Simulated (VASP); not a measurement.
Set up this calculation in VASP 6.6.1, as the native input.

* Task: single point
* Functional: PBEsol
* Potentials or basis: VASP PAW PBE potentials, release 64 (Ga_d, As, Sb)
* Cutoff: 400 eV
* k mesh: 6 × 6 × 1
* Occupations: fermi-dirac, width 0.05 eV
* Spin: no spin polarisation
* Dipole correction: no
* Further INCAR settings: ALGO = Normal; EDIFF = 1e-06; NBANDS = 106

The structure of Ga5Sb3As2 (an interface model) lies in POSCAR:

```
Ga5Sb3As2
1.0
    3.0566970000      3.0566970000      0.0000000000
   -3.0566970000      3.0566970000      0.0000000000
    0.0000000000      0.0000000000     28.9800900000
Ga As Sb
10 4 6
Direct
    0.0000000000      0.0000000000      0.0000000000
    0.0000000000      0.0000000000      0.1835730000
    0.0000000000      0.0000000000      0.3671460000
    0.0000000000      0.0000000000      0.5780970000
    0.0000000000      0.0000000000      0.7890490000
    0.5000000000      0.5000000000      0.0917860000
    0.5000000000      0.5000000000      0.2753590000
    0.5000000000      0.5000000000      0.4726210000
    0.5000000000      0.5000000000      0.6835730000
    0.5000000000      0.5000000000      0.8945240000
    0.5000000000      0.0000000000      0.0458930000
    0.5000000000      0.0000000000      0.2294660000
    0.0000000000      0.5000000000      0.1376800000
    0.0000000000      0.5000000000      0.3212520000
    0.5000000000      0.0000000000      0.4198830000
    0.5000000000      0.0000000000      0.6308350000
    0.5000000000      0.0000000000      0.8417860000
    0.0000000000      0.5000000000      0.5253590000
    0.0000000000      0.5000000000      0.7363110000
    0.0000000000      0.5000000000      0.9472620000
```

These files were run (other wordings do the same):

INCAR

```
PREC = Accurate
ENCUT = 400
EDIFF = 1E-6
ISMEAR = -1
SIGMA = 0.05
LREAL = F
LASPH = T
NELM = 120
ALGO = Normal
ISIF = 2
LWAVE = F
LCHARG = F
GGA = PS
NBANDS = 106
GGA_COMPAT = F
```

KPOINTS

```
regular mesh
0
Gamma
  6 6 1
```

Potentials or basis: VASP PAW PBE potentials, release 64 (Ga_d, As, Sb).

The run is started by

```bash
$ cat potpaw_PBE.64/Ga_d/POTCAR potpaw_PBE.64/As/POTCAR potpaw_PBE.64/Sb/POTCAR > POTCAR
$ mpirun -np 1 vasp_std > vasp.out
```

Results of the run:

* Pressure: -2.0 GPa
* Largest force: 0.055 eV/Å
* Band gap on the k mesh: 0.11 eV

Caveat: semilocal functionals underestimate gaps, and a narrow one can read as zero; the PAW data sets were made with another functional, which shifts forces and pressure a little; spin-orbit coupling is left out, which moves the levels of the heavy elements.

Run time: 22 min on 1 thread of Intel Xeon 8259CL, on a shared host, peak memory 0.57 GiB.
